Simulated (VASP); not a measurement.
**As: relaxation of cell and atoms with PBE**

As:

```xyz
1
Lattice="2.1915 0.0000 0.0000 0.0000 2.1915 0.0000 0.0000 0.0000 2.1915" Properties=species:S:1:pos:R:3 pbc="T T T"
As    0.0000    0.0000    0.0000
```

```yaml
Program: VASP 6.6.1
Task: relaxation of cell and atoms
Functional: PBE
Potentials_or_basis: VASP PAW PBE potentials, release 64 (As)
Cutoff: 600 eV
k_mesh: 17 × 17 × 17
Occupations: fermi-dirac, width 0.08 eV
Spin: no spin polarisation
Target_pressure: 220 GPa
Dipole_correction: no
Further_INCAR_settings: ALGO = Normal; EDIFF = 1e-07; IBRION = 2; EDIFFG = -0.005; NSW = 32; ISIF = 3
```

```yaml
Relaxed_volume: 10.63 Å³/atom
Relaxed_cell: a = 2.199 Å, b = 2.199 Å, c = 2.199 Å, α = 90.00°, β = 90.00°, γ = 90.00°
Space_group_after_relaxing_to_0.05_Å: Pm-3m (No. 221)
Energy_change_on_relaxing_the_enthalpy_is_what_falls: -146.7 meV/atom
Ionic_steps: 4
Pressure_after_relaxing: 220.0 GPa
```

Step by step:
| step | energy change (eV) | largest force (eV/Å) | pressure (GPa) | volume (Å³) |
| --- | --- | --- | --- | --- |
| 1 | 0.0000 | 0.0000 | 228.30 | 10.52 |
| 2 | -1.0487 | 0.0000 | 168.75 | 11.38 |
| 3 | -0.1516 | 0.0000 | 219.72 | 10.63 |
| 4 | -0.1467 | 0.0000 | 219.97 | 10.63 |

Final structure:
```
As
1.0
     2.19873    0.00000    0.00000
     0.00000    2.19873    0.00000
     0.00000    0.00000    2.19873
As
1
Direct
  0.00000 0.00000 0.00000
```

Levels at points of the mesh, in eV from the Fermi level:
```
           k point  band 1  band 2  band 3  band 4  band 5  band 6
(0.00, 0.00, 0.00)  -22.81    6.82    6.82    6.82    9.27    9.27
```

It took 32 s on 1 thread of Intel Xeon 8259CL, with other jobs on the host, peak memory 0.13 GiB.

Caveat: the cell is relaxed towards a set pressure, so the enthalpy falls and the energy may rise.
